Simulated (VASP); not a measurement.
# Ga2Se (Fm-3m) in VASP: a series of runs, part 2 of 2

VASP 6.6.1. Earlier steps stand in the parts before.

## Step 3: Single point, PBE

This run uses another cell than the first one, of 26.86 Å³/atom.

File INCAR:

```
PREC = Accurate
ENCUT = 520
EDIFF = 1E-6
ISMEAR = 0
SIGMA = 0.1
LREAL = False
LASPH = True
NELM = 100
ALGO = Normal
ISIF = 2
LWAVE = False
LCHARG = False
GGA = PE
NBANDS = 23
```

File KPOINTS:

```
regular mesh
0
Gamma
  6 6 6
```

File POSCAR:

```
Ga2Se
1.0
    0.0000000000      3.4281981566      3.4281981566
    3.4281981566      0.0000000000      3.4281981566
    3.4281981566      3.4281981566      0.0000000000
Ga Se
2 1
Direct
    0.2500000000      0.2500000000      0.2500000000
    0.7500000000      0.7500000000      0.7500000000
    0.0000000000      0.0000000000      0.0000000000
```

Potentials or basis: VASP PAW PBE potentials, release 64 (Ga_d, Se).

Launch:

```
$ cat potpaw_PBE.64/Ga_d/POTCAR potpaw_PBE.64/Se/POTCAR > POTCAR
$ mpirun -np 1 vasp_std > vasp.out
```

Run time: 11 s. Hardware: 1 thread of Intel Xeon 6975P-C (Granite Rapids), shared host; peak memory 0.21 GiB.

It converged, with:

* Free energy: -9.3911 eV
* Pressure: 0.2 GPa
* Band gap on the k mesh: zero (bands 16 and 17 overlap by 0.20 eV)

Levels at points of the mesh, in eV from the Fermi level:
| k point | band 12 | band 13 | band 14 | band 15 | band 16 | band 17 | band 18 | band 19 | band 20 | band 21 |
| --- | --- | --- | --- | --- | --- | --- | --- | --- | --- | --- |
| (0.00, 0.00, 0.00) | -5.51 | -2.78 | -2.78 | -2.78 | -2.40 | 0.34 | 0.34 | 0.34 | 4.77 | 4.77 |
| (0.50, 0.00, 0.00) | -7.07 | -4.81 | -3.32 | -3.32 | 0.21 | 1.06 | 1.06 | 3.02 | 3.85 | 4.54 |
| (0.50, 0.50, 0.00) | -7.21 | -4.40 | -4.14 | -4.14 | -0.99 | 1.01 | 3.69 | 3.69 | 5.09 | 5.09 |

## Step 4: Relaxation of cell and atoms, PBE

File INCAR:

```
PREC = Accurate ; ENCUT = 600
EDIFF = 1E-7 ; ISMEAR = 0
SIGMA = 0.1 ; LREAL = F
LASPH = T ; NELM = 60
ALGO = Normal ; ISIF = 3
LWAVE = F ; LCHARG = F
GGA = PE ; IBRION = 2
NSW = 90 ; EDIFFG = -0.04
```

File KPOINTS:

```
Automatic mesh
0
Gamma
  6 6 6
```

File POSCAR:

```
Ga2Se
1.0
    0.0000000000      3.1069390087      3.1069390087
    3.1069390087      0.0000000000      3.1069390087
    3.1069390087      3.1069390087      0.0000000000
Ga Se
2 1
Direct
    0.2500000000      0.2500000000      0.2500000000
    0.7500000000      0.7500000000      0.7500000000
    0.0000000000      0.0000000000      0.0000000000
```

Launch:

```
$ cat potpaw_PBE.64/Ga_d/POTCAR potpaw_PBE.64/Se/POTCAR > POTCAR
$ mpirun -np 1 vasp_std > vasp.out
```

It took 29 s on 1 thread of Intel Xeon 6975P-C (Granite Rapids), shared host; peak memory 0.22 GiB.

It converged, with:

```yaml
Free_energy: -9.3898 eV
Relaxed_volume: 27.10 Å³/atom
Relaxed_cell: a = 4.863 Å, b = 4.863 Å, c = 4.863 Å, α = 60.00°, β = 60.00°, γ = 60.00°
Space_group_after_relaxing_to_0.1_Å: Fm-3m (No. 225)
Energy_gained_by_relaxing: 246.9 meV/atom
Ionic_steps: 3
Pressure_after_relaxing: 0.0 GPa
Band_gap_on_the_k_mesh: zero (bands 16 and 17 overlap by 0.19 eV)
```

The path:
```tsv
step	energy change (eV)	largest force (eV/Å)	pressure (GPa)	volume (Å³)
1	0.0000	0.0000	13.59	59.98
2	-0.7094	0.0000	2.00	75.94
3	-0.7407	0.0000	0.02	81.30
```

Final structure:
```cif
data_structure
_symmetry_space_group_name_H-M 'P 1'
_symmetry_Int_Tables_number 1
_cell_length_a 4.8626
_cell_length_b 4.8626
_cell_length_c 4.8626
_cell_angle_alpha 60.000
_cell_angle_beta 60.000
_cell_angle_gamma 60.000
_cell_volume 81.30
loop_
_atom_site_label
_atom_site_type_symbol
_atom_site_fract_x
_atom_site_fract_y
_atom_site_fract_z
_atom_site_occupancy
Ga1 Ga 0.25000 0.25000 0.25000 1
Ga2 Ga 0.75000 0.75000 0.75000 1
Se1 Se 0.00000 0.00000 0.00000 1
```

Levels at points of the mesh, in eV from the Fermi level:
| k point | band 13 | band 14 | band 15 | band 16 | band 17 | band 18 | band 19 | band 20 |
| --- | --- | --- | --- | --- | --- | --- | --- | --- |
| (0.00, 0.00, 0.00) | -2.75 | -2.75 | -2.75 | -2.43 | 0.36 | 0.36 | 0.36 | 4.76 |
| (0.50, 0.00, 0.00) | -4.80 | -3.28 | -3.28 | 0.19 | 1.08 | 1.08 | 3.02 | 3.82 |
| (0.50, 0.50, 0.00) | -4.39 | -4.09 | -4.09 | -0.96 | 0.99 | 3.68 | 3.68 | 5.07 |

Caveat: the volume moved by over 15 % at a fixed basis, so the end points are rough.

## Step 5: Single point, PBE

This run uses another cell than the first one, of 27.46 Å³/atom.

File INCAR:

```
ALGO = Normal
EDIFF = 1E-6
ENCUT = 520
GGA = PE
ISIF = 2
ISMEAR = 0
LASPH = True
LCHARG = True
LELF = True
LREAL = False
LVHAR = True
LWAVE = False
NBANDS = 23
NELM = 100
PREC = Accurate
SIGMA = 0.1
```

File KPOINTS:

```
k-points
0
Gamma
  12 12 12
```

File POSCAR:

```
Ga2Se
1.0
    0.0000000000      3.4536007831      3.4536007831
    3.4536007831      0.0000000000      3.4536007831
    3.4536007831      3.4536007831      0.0000000000
Ga Se
2 1
Direct
    0.2500000000      0.2500000000      0.2500000000
    0.7500000000      0.7500000000      0.7500000000
    0.0000000000      0.0000000000      0.0000000000
```

Potentials or basis: VASP PAW PBE potentials, release 64 (Ga_d, Se).

Launch:

```
$ cat potpaw_PBE.64/Ga_d/POTCAR potpaw_PBE.64/Se/POTCAR > POTCAR
$ mpirun -np 1 vasp_std > vasp.out
```

OUTCAR:

```text
EDIFF = 1E-6
   ENCUT = 520
   GGA = PE
   ISIF = 2
   ISMEAR = 0
   LASPH = True
   LREAL = False
   NELM = 100
   PREC = Accurate

 ion  position               nearest neighbor table
   1  0.250  0.250  0.250-
   2  0.750  0.750  0.750-
   3  0.000  0.000  0.000-

  LATTYP: Found a face centered cubic cell.
 ALAT       =     6.9072015662

  Lattice vectors:

[... 188 lines left out ...]
  band No.  band energies     occupation
      1     -11.8602      2.00000
      2     -11.8602      2.00000
      3     -11.8408      2.00000
      4     -11.8408      2.00000
      5     -11.8408      2.00000
      6     -11.7832      2.00000
[... 613 lines left out ...]
     22       8.7280      0.00000
     23      10.7681      0.00000

 [... further k-points ...]
[... 5 lines left out ...]
  --------------------------------------------------------------------------------------
  -------------------------------------------------------------------------------------
  Total        0.0217843      0.0217843      0.0217843     -0.0000000      0.0000000      0.0000000
  in kB        0.4236502      0.4236502      0.4236502     -0.0000000      0.0000000      0.0000000
  external PRESSURE =       0.4236502 kB  Pullay stress =       0.0000000 kB

 VOLUME and BASIS-vectors are now :
 -----------------------------------------------------------------------------
  energy-cutoff  :      520.00
  volume of cell :       82.38
      direct lattice vectors                 reciprocal lattice vectors
     0.000000000  3.453600783  3.453600783    -0.144776432  0.144776432  0.144776432
     3.453600783  0.000000000  3.453600783     0.144776432 -0.144776432  0.144776432
     3.453600783  3.453600783  0.000000000     0.144776432  0.144776432 -0.144776432

 POSITION                                       TOTAL-FORCE (eV/Angst)
 -----------------------------------------------------------------------------------
      1.72680      1.72680      1.72680         0.000000     -0.000000     -0.000000
      5.18040      5.18040      5.18040         0.000000      0.000000      0.000000
      0.00000      0.00000      0.00000        -0.000000      0.000000     -0.000000
 -----------------------------------------------------------------------------------
    total drift:                                0.000000      0.000000      0.000000

  FREE ENERGIE OF THE ION-ELECTRON SYSTEM (eV)
  ---------------------------------------------------
  free  energy   TOTEN  =        -9.4016748282 eV

  energy  without entropy=       -9.4006174295  energy(sigma->0) =       -9.40114613
```

Run time: 39 s. Hardware: 1 thread of Intel Xeon 6975P-C (Granite Rapids), shared host; peak memory 0.28 GiB.

What came out:

* Free energy: -9.4017 eV
* Pressure: 0.0 GPa
* Band gap on the k mesh: zero (bands 16 and 17 overlap by 0.17 eV)

Levels at points of the mesh, in eV from the Fermi level:
```tsv
k point	band 13	band 14	band 15	band 16	band 17	band 18	band 19	band 20
(0.00, 0.00, 0.00)	-2.71	-2.71	-2.71	-2.50	0.36	0.36	0.36	4.70
(0.50, 0.00, 0.00)	-4.82	-3.24	-3.24	0.13	1.07	1.07	3.00	3.74
(0.50, 0.50, 0.00)	-4.41	-4.04	-4.04	-0.94	0.93	3.62	3.62	5.01
```

## Step 6: The runs side by side

```tsv
task	cell	k mesh	cutoff (eV)	gap on the mesh (eV)	pressure (GPa)
single point	a = 4.394 Å, angles 60.0°, 3 atoms	6 × 6 × 6	520	none	13.6
single point	a = 4.848 Å, angles 60.0°, 3 atoms	6 × 6 × 6	520	none	0.2
relaxation of cell and atoms	relaxed from a = 4.394 Å, angles 60.0°, 3 atoms	6 × 6 × 6	600	none	0.0
single point	a = 4.884 Å, angles 60.0°, 3 atoms	12 × 12 × 12	520	none	0.0
```

Alike in all rows: level PBE; potentials or basis VASP PAW PBE potentials, release 64 (Ga_d, Se); no spin polarisation; smearing gaussian 0.1 eV.

Caveats: the cell stands under pressure (at least some runs); the volume moved by over 15 % at a fixed basis, so the end points are rough (at least some runs).

Absolute energies hang on the potentials; compare differences alone.
